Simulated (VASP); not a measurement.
Here is a VASP 6.6.1 calculation.

File INCAR:

```
PREC     = Accurate       # precision mode
ENCUT    = 520            # plane-wave cutoff, eV
EDIFF    = 1E-6           # SCF threshold, eV
ISMEAR   = -1             # smearing method
SIGMA    = 0.08           # smearing width, eV
LREAL    = F              # projectors in reciprocal space
LASPH    = T              # aspherical terms in the spheres
NELM     = 80             # most SCF steps
ALGO     = Normal         # electronic algorithm
ISIF     = 2              # what is computed and relaxed
LWAVE    = F              # write WAVECAR
LCHARG   = F              # write CHGCAR
GGA      = PE             # functional
NBANDS   = 16             # bands
```

File KPOINTS:

```
regular mesh
0
Gamma
  13 13 13
```

POSCAR

```
AlRu
1.0
    3.0047869675      0.0000000000      0.0000000000
    0.0000000000      3.0047869675      0.0000000000
    0.0000000000      0.0000000000      3.0047869675
Ru Al
1 1
Direct
    0.0000000000      0.0000000000      0.0000000000
    0.5000000000      0.5000000000      0.5000000000
```

Potentials or basis: VASP PAW PBE potentials, release 64 (Ru_pv, Al).

Command:

```bash
$ cat potpaw_PBE.64/Ru_pv/POTCAR potpaw_PBE.64/Al/POTCAR > POTCAR
$ mpirun -np 1 vasp_std > vasp.out
```

(1) What does it give for the pressure?

Answers

(1) -0.1 GPa.
